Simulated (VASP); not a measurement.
# GeSb2Te4 (P6mm) in VASP: further runs, part 2 of 2

VASP 6.6.1. The steps go on from the part before.

### 3 Single point, PBE

This run uses another cell than the first one, of 34.40 Å³/atom.

INCAR reads:

```
ALGO     = Normal         # electronic algorithm
EDIFF    = 1E-6           # SCF threshold, eV
ENCUT    = 520            # plane-wave cutoff, eV
GGA      = PE             # functional
ISIF     = 2              # what is computed and relaxed
ISMEAR   = 0              # smearing method
LASPH    = True           # aspherical terms in the spheres
LCHARG   = False          # write CHGCAR
LREAL    = False          # projectors in reciprocal space
LWAVE    = False          # write WAVECAR
NBANDS   = 33             # bands
NELM     = 60             # most SCF steps
PREC     = Accurate       # precision mode
SIGMA    = 0.1            # smearing width, eV
```

KPOINTS reads:

```
k-points
0
Gamma
  6 6 2
```

POSCAR reads:

```
GeSb2Te4
1.0
    5.4530413621      0.0000000000      0.0000000000
   -2.7265206811      4.7224723474      0.0000000000
    0.0000000000      0.0000000000      9.3502935272
Ge Sb Te
1 2 4
Direct
    0.0000000000      0.0000000000      0.6860509123
    0.3333333333      0.6666666667      0.2348484637
    0.6666666667      0.3333333333      0.2348484637
    0.3333333333      0.6666666667      0.5709839107
    0.6666666667      0.3333333333      0.5709839107
    0.3333333333      0.6666666667      0.9203850295
    0.6666666667      0.3333333333      0.9203850295
```

Potentials or basis: VASP PAW PBE potentials, release 64 (Ge_d, Sb, Te).

Launch:

```console
cat potpaw_PBE.64/Ge_d/POTCAR potpaw_PBE.64/Sb/POTCAR potpaw_PBE.64/Te/POTCAR > POTCAR
mpirun -np 1 vasp_std > vasp.out
```

OUTCAR:

```text
EDIFF = 1E-6
   ENCUT = 520
   GGA = PE
   ISIF = 2
   ISMEAR = 0
   LASPH = True
   LREAL = False
   NELM = 60
   PREC = Accurate

 ion  position               nearest neighbor table
   1  0.000  0.000  0.686-
   2  0.333  0.667  0.235-   6 2.94   4 3.14   3 3.15   3 3.15   3 3.15
   3  0.667  0.333  0.235-   7 2.94   5 3.14   2 3.15   2 3.15   2 3.15
   4  0.333  0.667  0.571-   2 3.14   5 3.15   5 3.15   5 3.15   6 3.27
   5  0.667  0.333  0.571-   3 3.14   4 3.15   4 3.15   4 3.15   7 3.27
   6  0.333  0.667  0.920-   2 2.94   7 3.15   7 3.15   7 3.15   4 3.27
   7  0.667  0.333  0.920-   3 2.94   6 3.15   6 3.15   6 3.15   5 3.27

  LATTYP: Found a hexagonal cell.
 ALAT       =     5.4530413621
 C/A-ratio  =     1.7146933071

  Lattice vectors:

 A1 = (   5.4530413621,   0.0000000000,   0.0000000000)
 A2 = (  -2.7265206811,   4.7224723474,   0.0000000000)
 A3 = (   0.0000000000,   0.0000000000,   9.3502935272)

Analysis of symmetry for initial positions (statically):
[... 174 lines left out ...]

 val. band max:        5.1806034110   @ k =   0.1667   0.0000   0.5000
 cond. band min:       5.3207987939   @ k =   0.3333   0.3333   0.5000
 fundamental gap:      0.1401953829
 Fermi energy:         5.2910920901

 k-point     1 :       0.0000    0.0000    0.0000
  band No.  band energies     occupation
      1     -19.9213      2.00000
      2     -19.9199      2.00000
      3     -19.9199      2.00000
      4     -19.9190      2.00000
      5     -19.9190      2.00000
      6      -7.9194      2.00000
[... 493 lines left out ...]
     32       7.8012      0.00000
     33       8.2531      0.00000

------------------------ aborting loop because EDIFF is reached ----------------------------------------

  FORCE on cell =-STRESS in cart. coord.  units (eV):
  Direction    XX          YY          ZZ          XY          YZ          ZX
  --------------------------------------------------------------------------------------
  -------------------------------------------------------------------------------------
  Total       -0.0730092     -0.0730092     -0.2567875      0.0000000      0.0000000     -0.0000000
  in kB       -0.4857970     -0.4857970     -1.7086419      0.0000000      0.0000000     -0.0000000
  external PRESSURE =      -0.8934120 kB  Pullay stress =       0.0000000 kB

 VOLUME and BASIS-vectors are now :
 -----------------------------------------------------------------------------
  energy-cutoff  :      520.00
  volume of cell :      240.79
      direct lattice vectors                 reciprocal lattice vectors
     5.453041362  0.000000000  0.000000000     0.183383901  0.105876745  0.000000000
    -2.726520681  4.722472347  0.000000000     0.000000000  0.211753490  0.000000000
     0.000000000  0.000000000  9.350293527     0.000000000  0.000000000  0.106948514

 POSITION                                       TOTAL-FORCE (eV/Angst)
 -----------------------------------------------------------------------------------
      0.00000      0.00000      6.41478         0.000000      0.000000     -0.023822
     -0.00000      3.14831      2.19590        -0.000000     -0.000000     -0.010341
      2.72652      1.57416      2.19590         0.000000      0.000000     -0.010341
     -0.00000      3.14831      5.33887         0.000000     -0.000000      0.002120
      2.72652      1.57416      5.33887        -0.000000      0.000000      0.002120
     -0.00000      3.14831      8.60587        -0.000000      0.000000      0.020132
      2.72652      1.57416      8.60587         0.000000     -0.000000      0.020132
 -----------------------------------------------------------------------------------
    total drift:                               -0.000000     -0.000000      0.000367

  FREE ENERGIE OF THE ION-ELECTRON SYSTEM (eV)
  ---------------------------------------------------
  free  energy   TOTEN  =       -23.5138020525 eV

  energy  without entropy=      -23.5071711008  energy(sigma->0) =      -23.51048658
```

OSZICAR:

```text
N       E                     dE             d eps       ncg     rms          rms(c)
DAV:   1     0.353516409589E+03    0.35352E+03   -0.18329E+04  1044   0.160E+03
DAV:   2     0.275111897539E+02   -0.32601E+03   -0.31031E+03  1037   0.378E+02
DAV:   3    -0.207636861983E+02   -0.48275E+02   -0.45539E+02  1151   0.116E+02
DAV:   4    -0.234500111581E+02   -0.26863E+01   -0.26505E+01  1066   0.320E+01
DAV:   5    -0.235477361118E+02   -0.97725E-01   -0.97499E-01  1400   0.626E+00    0.146E+01
DAV:   6    -0.235105148459E+02    0.37221E-01   -0.90405E-02  1150   0.178E+00    0.925E+00
DAV:   7    -0.235136492441E+02   -0.31344E-02   -0.58279E-02  1060   0.105E+00    0.554E-01
DAV:   8    -0.235132996762E+02    0.34957E-03   -0.50241E-03  1054   0.375E-01    0.156E-01
DAV:   9    -0.235135373929E+02   -0.23772E-03   -0.61936E-04  1125   0.107E-01    0.107E-01
DAV:  10    -0.235137245297E+02   -0.18714E-03   -0.19322E-04   978   0.604E-02    0.406E-02
DAV:  11    -0.235137754290E+02   -0.50899E-04   -0.50602E-05  1050   0.312E-02    0.101E-02
DAV:  12    -0.235137957124E+02   -0.20283E-04   -0.21846E-05   976   0.158E-02    0.461E-03
DAV:  13    -0.235138004952E+02   -0.47828E-05   -0.50623E-06   950   0.768E-03    0.264E-03
DAV:  14    -0.235138019749E+02   -0.14797E-05   -0.24070E-06   787   0.494E-03    0.145E-03
DAV:  15    -0.235138020525E+02   -0.77553E-07   -0.82400E-08   533   0.139E-03
   1 F= -.23513802E+02 E0= -.23510487E+02  d E =-.663095E-02
```

Wall time 3.2 min (1 thread of Intel Xeon Platinum 8175M at 2.50GHz (Skylake/Cascade Lake), shared host); peak memory 0.4 GiB.

Results:

- Free energy: -23.5138 eV
- Pressure: -0.1 GPa
- Largest force: 0.024 eV/Å
- Band gap on the k mesh: zero (bands 24 and 25 overlap by 1.20 eV)

Forces in eV/Å, atoms in the order of the input:
```
Ge   0.000  0.000 -0.024
Sb   0.000  0.000 -0.010
Sb   0.000  0.000 -0.010
Te   0.000  0.000  0.002
Te   0.000  0.000  0.002
Te   0.000  0.000  0.020
Te   0.000  0.000  0.020
```

Caveat: spin-orbit coupling is left out, which moves the levels of the heavy elements.

### 4 Single point, PBE

This run uses another cell than the first one, of 34.45 Å³/atom.

Changes to INCAR since step 3:

```diff
@@ -1,3 +1,3 @@
 ALGO     = Normal         # electronic algorithm
-EDIFF    = 1E-6           # SCF threshold, eV
+EDIFF    = 1E-7           # SCF threshold, eV
 ENCUT    = 520            # plane-wave cutoff, eV
@@ -11,3 +11,3 @@
 NBANDS   = 33             # bands
-NELM     = 60             # most SCF steps
+NELM     = 80             # most SCF steps
 PREC     = Accurate       # precision mode
```

KPOINTS reads:

```
k-points
0
Gamma
  12 12 4
```

POSCAR reads:

```
GeSb2Te4
1.0
    5.4214363824      0.0000000000      0.0000000000
   -2.7107181912      4.6951016322      0.0000000000
    0.0000000000      0.0000000000      9.4745067899
Ge Sb Te
1 2 4
Direct
    0.0000000000      0.0000000000      0.6881361446
    0.3333333333      0.6666666667      0.2361795849
    0.6666666667      0.3333333333      0.2361795849
    0.3333333333      0.6666666667      0.5695217044
    0.6666666667      0.3333333333      0.5695217044
    0.3333333333      0.6666666667      0.9194734984
    0.6666666667      0.3333333333      0.9194734984
```

Launch:

```console
cat potpaw_PBE.64/Ge_d/POTCAR potpaw_PBE.64/Sb/POTCAR potpaw_PBE.64/Te/POTCAR > POTCAR
mpirun -np 1 vasp_std > vasp.out
```

Run time: 12 min. Hardware: 1 thread of Intel Xeon Platinum 8175M at 2.50GHz (Skylake/Cascade Lake), shared host; peak memory 0.61 GiB.

Results (log left out):

- Free energy: -23.5344 eV
- Pressure: 0.0 GPa
- Largest force: 0.013 eV/Å
- Band gap on the k mesh: zero (bands 24 and 25 overlap by 1.29 eV)

Forces in eV/Å, atoms in the order of the input:
```
Ge   0.000  0.000  0.001
Sb   0.000  0.000  0.013
Sb   0.000  0.000  0.013
Te   0.000  0.000 -0.004
Te   0.000  0.000 -0.004
Te   0.000  0.000 -0.010
Te   0.000  0.000 -0.010
```

Levels at points of the mesh, in eV from the Fermi level:
| k point | band 20 | band 21 | band 22 | band 23 | band 24 | band 25 | band 26 | band 27 | band 28 | band 29 |
| --- | --- | --- | --- | --- | --- | --- | --- | --- | --- | --- |
| (0.00, 0.00, 0.00) | -2.40 | -2.27 | -2.27 | -1.21 | -1.05 | -0.24 | -0.24 | 0.41 | 0.93 | 0.93 |
| (0.50, 0.00, 0.00) | -2.36 | -2.25 | -0.93 | -0.50 | 0.53 | 0.85 | 1.09 | 1.19 | 1.70 | 1.86 |
| (0.00, 0.00, 0.50) | -2.38 | -2.06 | -2.06 | -1.12 | -0.44 | -0.44 | -0.21 | 0.86 | 1.39 | 1.39 |
| (0.50, 0.00, 0.50) | -1.25 | -0.72 | -0.29 | 0.40 | 0.45 | 0.69 | 0.89 | 0.95 | 1.15 | 1.51 |

Caveat: spin-orbit coupling is left out, which moves the levels of the heavy elements.

### 5 Summary

```csv
cell,k mesh,gap on the mesh (eV),pressure (GPa),largest force (eV/Å)
"a = 6.146, b = 6.146, c = 7.772 Å, angles 90.0, 90.0, 120.0°, 7 atoms, atomic positions A",3 × 3 × 2,none,25.5,17.72
"a = 5.453, b = 5.453, c = 9.350 Å, angles 90.0, 90.0, 120.0°, 7 atoms, atomic positions B",6 × 6 × 2,none,-0.1,0.02
"a = 5.421, b = 5.421, c = 9.475 Å, angles 90.0, 90.0, 120.0°, 7 atoms, atomic positions C",12 × 12 × 4,none,0.0,0.01
```

Alike in all rows: task single point; level PBE; potentials or basis VASP PAW PBE potentials, release 64 (Ge_d, Sb, Te); no spin polarisation; cutoff (eV) 520; smearing gaussian 0.1 eV.

Caveats: some runs use coarse meshes; spin-orbit coupling is left out, which moves the levels of the heavy elements; forces of over 1 eV/Å act on the atoms, so gaps and moduli don't describe the material at rest (at least some runs).

Absolute energies hang on the potentials; compare differences alone.
